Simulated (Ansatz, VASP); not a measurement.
# Cu in VASP and in Ansatz

The input INCAR:

```
SYSTEM = Cu
ALGO = Normal
DIPOL = 0.5 0.5 0.500
EDIFF = 1E-6
ENCUT = 520
GGA = PE
IDIPOL = 3
ISIF = 2
ISMEAR = -1
LASPH = .TRUE.
LCHARG = .FALSE.
LDIPOL = .TRUE.
LREAL = .FALSE.
LWAVE = .FALSE.
NBANDS = 36
NELM = 100
PREC = Accurate
SIGMA = 0.1
```

Contents of KPOINTS:

```
k-points
0
G
  14 14 1
  0 0 0
```

The input POSCAR:

```
Cu
1.0
    2.5665139635      0.0000000000      0.0000000000
    0.0000000000      2.5665139635      0.0000000000
    0.0000000000      0.0000000000     23.2592000000
Cu
5
Direct
    0.0000000000      0.0000000000      0.3439499703
    0.5000000000      0.5000000000      0.4219749849
    0.0000000000      0.0000000000      0.5000000000
    0.5000000000      0.5000000000      0.5780250151
    0.0000000000      0.0000000000      0.6560500297
```

Input for Ansatz:

```yaml
crystal:
  lattice:
    - [2.5665139635, 0.0, 0.0]
    - [0.0, 2.5665139635, 0.0]
    - [0.0, 0.0, 23.2592]
  atoms:
    - { symbol: Cu, position: [0.0, 0.0, 0.3439499703] }
    - { symbol: Cu, position: [0.5, 0.5, 0.4219749849] }
    - { symbol: Cu, position: [0.0, 0.0, 0.5] }
    - { symbol: Cu, position: [0.5, 0.5, 0.5780250151] }
    - { symbol: Cu, position: [0.0, 0.0, 0.6560500297] }
kpoints:
  mp_grid: { grid: [14, 14, 1] }
scf:
  occupations: { method: fermi_dirac, width: 0.1 }
hamiltonian:
  xc: pbe
  pseudopotentials: { kind: paw }
output:
  forces: true
  stress: true
  eigenvalues: true
  populations: true
efield:
  axis: 3
  amplitude: 0
  dipole_correction: true
```

Alike in both runs: task single point; functional PBE; k mesh 14 × 14 × 1; occupations fermi-dirac, width 0.1 eV; no spin polarisation.

```csv
,VASP,Ansatz
version,VASP 6.6.1,Ansatz 0.2.0
potentials or method,"VASP PAW PBE potentials, release 64 (Cu)","PAW with Ansatz's default frozen-core files, scalar-relativistic"
plane-wave cutoff (eV),520,420
valence electrons in the cell,55,95
```

```csv
,VASP,Ansatz,Ansatz less VASP
rms of the force components (eV/Å),0.106,0.113,+0.0066
```

Atom by atom the forces differ by 0.010 eV/Å (rms over components). The functional is the same, so the differences come from potentials, cutoffs and numerics. VASP's potentials hold 55 valence electrons a cell and Ansatz's 95, so a difference there can come from the potentials and not from the codes.
